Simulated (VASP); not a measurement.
# AgI (F-43m) in VASP: relaxation of cell and atoms with r2SCAN

Aim: the relaxation of cell and atoms of AgI with r2SCAN.

Program: VASP 6.6.1. These are calculated values, not measurements. Logs are shortened: lines on timing, memory, paths and dates and some standing lists are left out, and cuts for length are marked.

### 1 The cell of the first run

It takes space group F-43m (No. 216, cubic). The conventional cell has a = 6.577 Å, b = 6.577 Å, c = 6.577 Å, α = 90.00°, β = 90.00°, γ = 90.00°. Within 3.8 Å of Ag (site symmetry -43m) lie 4 I at 2.85 Å. I (site symmetry -43m) has 4 Ag at 2.85 Å within 3.8 Å.

### 2 Relaxation of cell and atoms, r2SCAN, target pressure 4 GPa, at which the enthalpy is minimised

Input file POSCAR:

```
AgI
1.0
    0.0000000000      3.2886554208      3.2886554208
    3.2886554208      0.0000000000      3.2886554208
    3.2886554208      3.2886554208      0.0000000000
Ag I
1 1
Direct
    0.0000000000      0.0000000000      0.0000000000
    0.7500000000      0.7500000000      0.7500000000
```

Input file INCAR.step1:

```
SYSTEM = AgI
ALGO = Normal
EDIFF = 1E-5
EDIFFG = -0.005
ENCUT = 550
GGA = PE
GGA_COMPAT = .False.
IBRION = 2
ISIF = 3
ISMEAR = 0
LASPH = .True.
LCHARG = .False.
LREAL = .False.
LWAVE = .True.
NELM = 120
NELMIN = 4
NSW = 100
PREC = Accurate
SIGMA = 0.01
```

Input file INCAR.step2:

```
SYSTEM = AgI
ALGO = Normal
EDIFF = 1E-7
EDIFFG = -0.002
ENCUT = 550
GGA_COMPAT = .False.
IBRION = 2
ISIF = 3
ISMEAR = 0
ISTART = 1
LASPH = .True.
LCHARG = .False.
LMIXTAU = .True.
LREAL = .False.
LWAVE = .False.
METAGGA = R2SCAN
NELM = 120
NELMIN = 4
NSW = 100
PREC = Accurate
PSTRESS = 40.0
SIGMA = 0.01
```

Input file KPOINTS:

```
k-points
0
Gamma
  8 8 8
  0 0 0
```

Potentials or basis: VASP PAW PBE potentials, release 64 (Ag, I).

Command:

```sh
$ cat potpaw_PBE.64/Ag/POTCAR potpaw_PBE.64/I/POTCAR > POTCAR
$ cp INCAR.step1 INCAR
$ mpirun -np 1 vasp_std > vasp.out
$ cp INCAR.step2 INCAR
$ mpirun -np 1 vasp_std > vasp.out
```

OUTCAR:

```text
SYSTEM = AgI
   EDIFF = 1E-7
   EDIFFG = -0.002
   ENCUT = 550
   IBRION = 2
   ISIF = 3
   ISMEAR = 0
   ISTART = 1
   LASPH = .True.
   LREAL = .False.
   METAGGA = R2SCAN
   NELM = 120
   NELMIN = 4
   NSW = 100
   PREC = Accurate
   PSTRESS = 40.0

 ion  position               nearest neighbor table
   1  0.000  0.000  0.000-   2 2.85   2 2.85   2 2.85   2 2.85
   2  0.750  0.750  0.750-   1 2.85   1 2.85   1 2.85   1 2.85

  LATTYP: Found a face centered cubic cell.
 ALAT       =     6.5773108416

  Lattice vectors:

 A1 = (   0.0000000000,   3.2886554208,   3.2886554208)
 A2 = (   3.2886554208,   0.0000000000,   3.2886554208)
 A3 = (   3.2886554208,   3.2886554208,   0.0000000000)

Analysis of symmetry for initial positions (statically):
=====================================================================
 Subroutine PRICEL returns:
 Original cell was already a primitive cell.

 Routine SETGRP: Setting up the symmetry group for a
 face centered cubic supercell.

 Subroutine GETGRP returns: Found 24 space group operations
 (whereof 24 operations were pure point group operations)
 out of a pool of 48 trial point group operations.

The static configuration has the point symmetry T_d .

Analysis of symmetry for dynamics (positions and initial velocities):
=====================================================================
 Subroutine PRICEL returns:
 Original cell was already a primitive cell.

 Routine SETGRP: Setting up the symmetry group for a
 face centered cubic supercell.

 Subroutine GETGRP returns: Found 24 space group operations
 (whereof 24 operations were pure point group operations)
 out of a pool of 48 trial point group operations.

The dynamic configuration has the point symmetry T_d .

 Subroutine INISYM returns: Found 24 space group operations
 (whereof 24 operations are pure point group operations),
 and found     1 'primitive' translations

----------------------------------------------------------------------------------------

                                     Primitive cell

  volume of cell :      71.1353

  direct lattice vectors                    reciprocal lattice vectors
     0.000000000  3.288655421  3.288655421    -0.152037820  0.152037820  0.152037820
     3.288655421  0.000000000  3.288655421     0.152037820 -0.152037820  0.152037820
     3.288655421  3.288655421  0.000000000     0.152037820  0.152037820 -0.152037820

  length of vectors
     4.650861098  4.650861098  4.650861098     0.263337228  0.263337228  0.263337228

  position of ions in fractional coordinates (direct lattice)
     0.000000000  0.000000000  0.000000000
     0.750000000  0.750000000  0.750000000

  ion indices of the primitive-cell ions
   primitive index   ion index
                 1           1
                 2           2

----------------------------------------------------------------------------------------

 KPOINTS: k-points

Automatic generation of k-mesh.
 Grid dimensions read from file:
 generate k-points for:    8    8    8

 Generating k-lattice:

  Cartesian coordinates                     Fractional coordinates (reciprocal lattice)
    -0.019004727  0.019004727  0.019004727     0.125000000  0.000000000  0.000000000
     0.019004727 -0.019004727  0.019004727     0.000000000  0.125000000  0.000000000
     0.019004727  0.019004727 -0.019004727     0.000000000  0.000000000  0.125000000

  Length of vectors
     0.032917154  0.032917154  0.032917154

  Shift w.r.t. Gamma in fractional coordinates (k-lattice)
     0.000000000  0.000000000  0.000000000

 Subroutine IBZKPT returns following result:
 ===========================================

 Found     29 irreducible k-points:

 Following reciprocal coordinates:
            Coordinates               Weight
  0.000000  0.000000  0.000000      1.000000
  0.125000  0.000000  0.000000      8.000000
  0.250000  0.000000  0.000000      8.000000
  0.375000  0.000000  0.000000      8.000000
  0.500000  0.000000  0.000000      4.000000
  0.125000  0.125000  0.000000      6.000000
[... 16 lines left out ...]
  0.500000  0.250000  0.125000     48.000000
 -0.375000  0.250000  0.125000     24.000000
 [... further k-points ...]
   k-points           NKPTS =     29   k-points in BZ     NKDIM =     29   number of bands    NBANDS=     13
   number of dos      NEDOS =    301   number of ions     NIONS =      2
   total plane-waves  NPLWV =  46656
   dimension x,y,z NGX =    36 NGY =   36 NGZ =   36
   dimension x,y,z NGXF=    72 NGYF=   72 NGZF=   72
   ions per type =               1   1
   NGX,Y,Z   is equivalent  to a cutoff of  12.87, 12.87, 12.87 a.u.
   NGXF,Y,Z  is equivalent  to a cutoff of  25.74, 25.74, 25.74 a.u.
 SYSTEM =  AgI
   PREC   = accura    normal or accurate (medium, high low for compatibility)
   ISTART =      1    job   : 0-new  1-cont  2-samecut
   ICHARG =      0    charge: 1-file 2-atom 10-const
   ISPIN  =      1    spin polarized calculation?
   LNONCOLLINEAR =      F non collinear calculations
   LSORBIT =      F    spin-orbit coupling
   LASPH  =      T    aspherical Exc in radial PAW
   ENCUT  =  550.0 eV  40.42 Ry    6.36 a.u.   8.89  8.89  8.89*2*pi/ulx,y,z
   NELM   =    120;   NELMIN=  4; NELMDL=  0     # of ELM steps
   EDIFF  = 0.1E-06   stopping-criterion for ELM
   LREAL  =      F    real-space projection
   EDIFFG = -.2E-02   stopping-criterion for IOM
   NSW    =    100    number of steps for IOM
   IBRION =      2    ionic relax: 0-MD 1-quasi-New 2-CG
   NFREE  =      1    steps in history (QN), initial steepest desc. (CG)
   ISIF   =      3    stress and relaxation
   ISYM   =      2    0-nonsym 1-usesym 2-fastsym
   POTIM  = 0.5000    time-step for ionic-motion
   TEBEG  =    0.0;   TEEND  =   0.0 temperature during run
   PSTRESS=   40.0 pullay stress
   NELECT =      18.0000    total number of electrons
   NUPDOWN=      -1.0000    fix difference up-down
   EMIN   =  10.00;   EMAX   =-10.00  energy-range for DOS
   EFERMI =   0.00;   METHOD = LEGACY
   ISMEAR =     0;   SIGMA  =   0.01  broadening in eV -4-tet -1-fermi 0-gaus
   EFERMI_NEDOS =   21; number of points for ismear=-14 and -15
   IALGO  =     38    algorithm
   IMIX   =      4    mixing-type and parameters
     AMIX     =   0.40;   BMIX     =  1.00
     AMIX_MAG =   1.60;   BMIX_MAG =  1.00
  volume/ion in A,a.u.               =      35.57       240.02
  Fermi-wavevector in a.u.,A,eV,Ry     =   1.035469  1.956754 14.588126  1.072197
  Thomas-Fermi vector in A             =   2.169814
   LORBIT       =      0    0 simple, 1 ext, 2 COOP (PROOUT), +10 PAW based schemes
   METAGGA = R2SCAN    functional components
   LHFCALC =     F    Hartree Fock is set to
   AEXX    =    0.0000 exact exchange contribution
   IVDW    =     0    specifies the selected vdW correction
   LEPSILON=     F    determine dielectric tensor
   LRPA    =     F    only Hartree local field effects (RPA)
 conjugate gradient relaxation of ions
 non-spin polarized calculation
 Gauss-broadening in eV      SIGMA  =   0.01
  energy-cutoff  :      550.00
  volume of cell :       71.14
 maximum number of plane-waves:      2120
   NGX = 17   NGY = 17   NGZ = 17

--------------------------------------- Ionic step        1  -------------------------------------------

 number of electron      18.0000002 magnetization

 Free energy of the ion-electron system (eV)
  ---------------------------------------------------
  ext. energy  EPLUGINS =         0.00000000
  ---------------------------------------------------
  free energy    TOTEN  =       -46.52583019 eV

  energy without entropy =      -46.52583019  energy(sigma->0) =      -46.52583019

------------------------ aborting loop because EDIFF is reached ----------------------------------------

  FORCE on cell =-STRESS in cart. coord.  units (eV):
  Direction    XX          YY          ZZ          XY          YZ          ZX
  --------------------------------------------------------------------------------------
  -------------------------------------------------------------------------------------
  Total       -0.0528971     -0.0528971     -0.0528971      0.0000000     -0.0000000      0.0000000
  in kB       -1.1913994     -1.1913994     -1.1913994      0.0000000     -0.0000000      0.0000000
  external PRESSURE =     -41.1913994 kB  Pullay stress =      40.0000000 kB
[... 61 lines left out ...]
  enthalpy is  TOTEN    =       -44.8453973637 eV   P V=        1.5511436305

--------------------------------------- Ionic step        3  -------------------------------------------

 number of electron      18.0000002 magnetization

 Free energy of the ion-electron system (eV)
  ---------------------------------------------------
  ext. energy  EPLUGINS =         0.00000000
  ---------------------------------------------------
  free energy    TOTEN  =       -46.44781746 eV

  energy without entropy =      -46.44781746  energy(sigma->0) =      -46.44781746

 E-fermi :   3.7884     XC(G=0):  -9.2921

 val. band max:        3.7037239371   @ k =   0.0000   0.0000   0.0000
 cond. band min:       5.4991680601   @ k =   0.0000   0.0000   0.0000
 fundamental gap:      1.7954441231
 Fermi energy:         3.7883583773

 k-point     1 :       0.0000    0.0000    0.0000
  band No.  band energies     occupation
      1      -9.9394      2.00000
      2      -1.1000      2.00000
      3      -1.1000      2.00000
      4      -1.1000      2.00000
      5       0.2626      2.00000
      6       0.2626      2.00000
      7       3.7037      2.00000
      8       3.7037      2.00000
      9       3.7037      2.00000
     10       5.4992      0.00000
     11       9.7932      0.00000
     12       9.7932      0.00000
     13       9.7932      0.00000
[... 353 lines left out ...]
 k-point    24 :      -0.3750    0.2500    0.1250
  band No.  band energies     occupation
      1      -9.5112      2.00000
      2      -0.9936      2.00000
      3      -0.8781      2.00000
      4      -0.6922      2.00000
      5       0.2164      2.00000
      6       0.3130      2.00000
      7       0.5476      2.00000
      8       1.9277      2.00000
      9       2.4268      2.00000
     10       8.0994      0.00000
     11       9.2807      0.00000
     12      10.6843      0.00000
     13      11.7869      0.00000

 [... further k-points ...]
[... 5 lines left out ...]
  --------------------------------------------------------------------------------------
  -------------------------------------------------------------------------------------
  Total        1.5961783      1.5961783      1.5961783      0.0000000      0.0000000     -0.0000000
  in kB       40.0390607     40.0390607     40.0390607      0.0000000      0.0000000     -0.0000000
  external PRESSURE =       0.0390607 kB  Pullay stress =      40.0000000 kB
[... 17 lines left out ...]
  FREE ENERGIE OF THE ION-ELECTRON SYSTEM (eV)
  ---------------------------------------------------
  free  energy   TOTEN  =       -46.4478174625 eV

  energy  without entropy=      -46.4478174625  energy(sigma->0) =      -46.44781746

  enthalpy is  TOTEN    =       -44.8531963252 eV   P V=        1.5946211373

 reached required accuracy - stopping structural energy minimisation
```

It took 3.3 min on 1 thread of Intel Xeon 6975P-C (Granite Rapids), shared host; peak memory 0.24 GiB.

Results:

```
Free energy                                                : -46.4478 eV
Relaxed volume                                             : 31.94 Å³/atom
Relaxed cell                                               : a = 4.487 Å, b = 4.487 Å, c = 4.487 Å, α = 60.00°, β = 60.00°, γ = 60.00°
Space group after relaxing (to 0.1 Å)                      : F-43m (No. 216)
Energy change on relaxing (the run minimises the enthalpy) : +39.0 meV/atom
Ionic steps                                                : 3
Pressure after relaxing                                    : 4.0 GPa
Band gap on the k mesh                                     : 1.80 eV
```

The path:
```
step  energy change (eV)  largest force (eV/Å)  pressure (GPa)  volume (Å³)
   1              0.0000                0.0000           -0.12        71.14
   2              0.1293                0.0000            5.47        62.13
   3              0.0780                0.0000            4.00        63.87
```

Final structure:
```
Ag I
1.0
     0.00000    3.17268    3.17268
     3.17268    0.00000    3.17268
     3.17268    3.17268    0.00000
Ag I
1 1
Direct
  0.00000 0.00000 0.00000
  0.75000 0.75000 0.75000
```

Caveat: the cell is relaxed towards a set pressure, so the run minimises the enthalpy, not the energy; the PAW data sets were made with another functional, which shifts forces and pressure a little; spin-orbit coupling is left out, which moves the levels of the heavy elements.
